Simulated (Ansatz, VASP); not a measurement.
**Two plane-wave programs on Ca2Ge2N**

```xyz
5
Lattice="3.7864 0.0000 0.0000 -1.8932 3.2791 0.0000 0.0000 0.0000 8.2948" Properties=species:S:1:pos:R:3 pbc="T T T"
Ca    0.0000    0.0000    6.1253
Ca    0.0000    2.1861    3.7089
Ge    0.0000    2.1861    8.4805
Ge    0.0000    0.0000    1.3541
N     1.8932    1.0930    4.9169
```

Alike in both runs: functional PBE; k mesh 6 × 6 × 4; occupations gaussian, width 0.1 eV; no spin polarisation.

Ansatz relaxed the structure, and its values are those at the end. VASP's run is a single point on that final structure, the one shown.

|  | VASP | Ansatz |
| --- | --- | --- |
| version | VASP 6.6.1 | Ansatz 0.2.0 |
| potentials or method | VASP PAW PBE potentials, release 64 (Ca_sv, Ge_d, N), cutoff 520 eV | scalar-relativistic, plane waves, PAW |
| valence electrons in the cell | 53 | 53 |

VASP gave:

- gap on the k mesh at the Fermi level (eV): none
- pressure (GPa): 0.1
- rms of the force components (eV/Å): 0.020

Question: Estimate Ansatz's values.

Answer: gap on the k mesh at the Fermi level (eV): none; pressure (GPa): 0.0; rms of the force components (eV/Å): 0.012.

A gap of «none» marks a metal or a gap that the smearing closes.
